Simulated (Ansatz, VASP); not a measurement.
## NaH in VASP and in Ansatz

```
Na H
1.0
     0.00000    2.66574    2.66574
     2.66574    0.00000    2.66574
     2.66574    2.66574    0.00000
Na H
1 1
Direct
  0.00000 0.00000 0.00000
  0.25000 0.25000 0.25000
```

Change from the starting cell: hydrostatic strain +2.6%.

Alike in both runs: task single point; functional PBE; k mesh 8 × 8 × 8; occupations fermi-dirac, width 0.02 eV; no spin polarisation.

|  | VASP | Ansatz |
| --- | --- | --- |
| version | VASP 6.6.1 | Ansatz 0.2.0 |
| potentials or method | VASP PAW PBE potentials, release 64 (Na_pv, H) | plane waves, PAW |
| plane-wave cutoff (eV) | 520 | 420 |
| valence electrons in the cell | 8 | 10 |

|  | VASP | Ansatz | Ansatz less VASP |
| --- | --- | --- | --- |
| gap on the k mesh at the Fermi level (eV) | 3.55 | 3.55 | +0.002 |
| pressure (GPa) | -1.0 | -1.0 | +0.03 |

The functional is the same, so the differences come from potentials, cutoffs and numerics. VASP's potentials hold 8 valence electrons a cell and Ansatz's 10, so a difference there can come from the potentials and not from the codes.
